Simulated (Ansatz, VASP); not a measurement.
**HgTe in VASP and in Ansatz**

File INCAR:

```
PREC     = Accurate       # precision mode
ENCUT    = 520            # plane-wave cutoff, eV
EDIFF    = 1E-8           # SCF threshold, eV
ISMEAR   = -1             # smearing method
SIGMA    = 0.03           # smearing width, eV
LREAL    = False          # projectors in reciprocal space
LASPH    = True           # aspherical terms in the spheres
NELM     = 60             # most SCF steps
ALGO     = Normal         # electronic algorithm
ISIF     = 2              # what is computed and relaxed
LWAVE    = False          # write WAVECAR
LCHARG   = False          # write CHGCAR
LEFG     = True         
NBANDS   = 16             # bands
```

Contents of KPOINTS:

```
Automatic mesh
0
Gamma
  11 11 11
```

File POSCAR:

```
HgTe
1.0
    0.0000000000      3.2879700000      3.2235000000
    3.2879700000      0.0000000000      3.2235000000
    3.2879700000      3.2879700000      0.0000000000
Hg Te
1 1
Direct
    0.0000000000      0.0000000000      0.0000000000
    0.7500000000      0.7500000000      0.7500000000
```

Input for Ansatz:

```yaml
crystal:
  lattice:
    - [0.0, 3.28797, 3.2235]
    - [3.28797, 0.0, 3.2235]
    - [3.28797, 3.28797, 0.0]
  atoms:
    - { symbol: Hg, position: [0.0, 0.0, 0.0] }
    - { symbol: Te, position: [0.75, 0.75, 0.75] }
kpoints:
  mp_grid: { grid: [11, 11, 11] }
scf:
  occupations: { method: fermi_dirac, width: 0.03 }
hamiltonian:
  xc: lda
  pseudopotentials: { kind: all_electron, datasets: crystal }
output:
  forces: true
  stress: true
  eigenvalues: true
  efg: { contact_densities: true }
```

Change from the starting cell: equal xx and yy strain of +2 %, crystal datasets.

Alike in both runs: task electric field gradients; functional LDA; k mesh 11 × 11 × 11; occupations fermi-dirac, width 0.03 eV; no spin polarisation.

|  | VASP | Ansatz |
| --- | --- | --- |
| version | VASP 6.6.1 | Ansatz 0.2.0 |
| potentials or method | VASP PAW LDA potentials, release 64 (Hg, Te), cutoff 520 eV | all-electron PAW with datasets made for the crystal, scalar-relativistic |

```tsv
	VASP	Ansatz	Ansatz less VASP
pressure (GPa)	-1.7	-1.9	-0.21
traceless stress, the component that is largest in VASP (GPa)	0.23	0.23	+0.002
size of Vzz on the site where it differs most (V/Å²)	12.4	10.3	-2.16
```

LDA's correlation is that of Perdew and Zunger in VASP and of Perdew and Wang (1992) in Ansatz. Ansatz ran all-electron here, and VASP with PAW potentials.

Neither program's run includes spin-orbit coupling.
